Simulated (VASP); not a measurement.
Input of a VASP 6.6.1 run:

INCAR

```
PREC = Accurate
ENCUT = 520
EDIFF = 1E-7
ISMEAR = -1
SIGMA = 0.0113
LREAL = F
LASPH = T
NELM = 80
ALGO = Normal
ISIF = 2
LWAVE = F
LCHARG = F
GGA = PS
NBANDS = 33
```

The input KPOINTS:

```
regular mesh
0
Gamma
  6 6 6
```

Contents of POSCAR:

```
Bi2B2Ru
1.0
    0.6699574891     -3.1290691567     -0.0000003964
    0.6699574891     -1.4928127348     -2.7500152593
    8.1958205475      3.3910435257      0.1558749152
Ru Bi B
1 2 2
Direct
    0.0000000000      0.0000000000      0.0000000000
    0.8261060306      0.5869469847      0.2391590459
    0.1738939694      0.4130530153      0.7608409541
    0.6638125623      0.1680937189      0.4957188434
    0.3361874377      0.8319062811      0.5042811566
```

Potentials or basis: VASP PAW PBE potentials, release 64 (Ru_pv, Bi_d, B).

Command:

```sh
$ cat potpaw_PBE.64/Ru_pv/POTCAR potpaw_PBE.64/Bi_d/POTCAR potpaw_PBE.64/B/POTCAR > POTCAR
$ mpirun -np 1 vasp_std > vasp.out
```

(1) What does it give for the largest force?

(2) Predict the pressure.

(3) Estimate the band gap on the k mesh.

Answers

(1) 0.009 eV/Å.

(2) 5.0 GPa.

(3) zero (bands 25 and 26 overlap by 1.11 eV).

Caveat: the k points lie up to 0.38 Å⁻¹ apart, too coarse for converged energies and pressures of a metal; the PAW data sets were made with another functional, which shifts forces and pressure a little; spin-orbit coupling is left out, which moves the levels of the heavy elements.
